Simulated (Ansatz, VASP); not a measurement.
NaCl in VASP and in Ansatz

Contents of INCAR:

```
PREC = Accurate
ENCUT = 520
EDIFF = 1E-6
ISMEAR = 0
SIGMA = 0.05
LREAL = F
LASPH = T
NELM = 100
ALGO = Normal
ISIF = 2
LWAVE = F
LCHARG = F
GGA = PS
NBANDS = 14
```

KPOINTS

```
Automatic mesh
0
Gamma
  8 8 8
```

POSCAR

```
NaCl
1.0
    0.0000000000      3.1786919196      2.2473351872
    3.1786919196      0.0000000000      2.2473351872
    3.1786919196      3.1786919196      0.0000000000
Na Cl
1 1
Direct
    0.0000000000      0.0000000000      0.0000000000
    0.5000000000      0.5000000000      0.5000000000
```

Input for Ansatz:

```yaml
crystal:
  lattice:
    - [0.0, 3.1786919196, 2.2473351872]
    - [3.1786919196, 0.0, 2.2473351872]
    - [3.1786919196, 3.1786919196, 0.0]
  atoms:
    - { symbol: Na, position: [0.0, 0.0, 0.0] }
    - { symbol: Cl, position: [0.5, 0.5, 0.5] }
basis:
  ecutwfc: 420
kpoints:
  mp_grid: { grid: [8, 8, 8] }
hamiltonian:
  xc: pbesol
scf:
  occupations: { method: gaussian, width: 0.05 }
output:
  forces: true
  stress: true
  eigenvalues: true
```

Alike in both runs: task single point; functional PBEsol; k mesh 8 × 8 × 8; occupations gaussian, width 0.05 eV; no spin polarisation.

|  | VASP | Ansatz |
| --- | --- | --- |
| version | VASP 6.6.1 | Ansatz 0.2.0 |
| potentials or method | VASP PAW PBE potentials, release 64 (Na_pv, Cl), cutoff 520 eV | scalar-relativistic, plane waves, PAW |
| valence electrons in the cell | 14 | 16 |

```tsv
	VASP	Ansatz	Ansatz less VASP
gap on the k mesh at the Fermi level (eV)	4.85	4.86	+0.005
least direct gap on the mesh (eV)	4.85	4.86	+0.005
pressure (GPa)	9.5	9.3	-0.18
traceless stress, the component that is largest in VASP (GPa)	22.87	22.42	-0.459
```

VASP's potentials were made for PBE, not for PBEsol. VASP's potentials hold 14 valence electrons a cell and Ansatz's 16, so a difference there can come from the potentials and not from the codes.
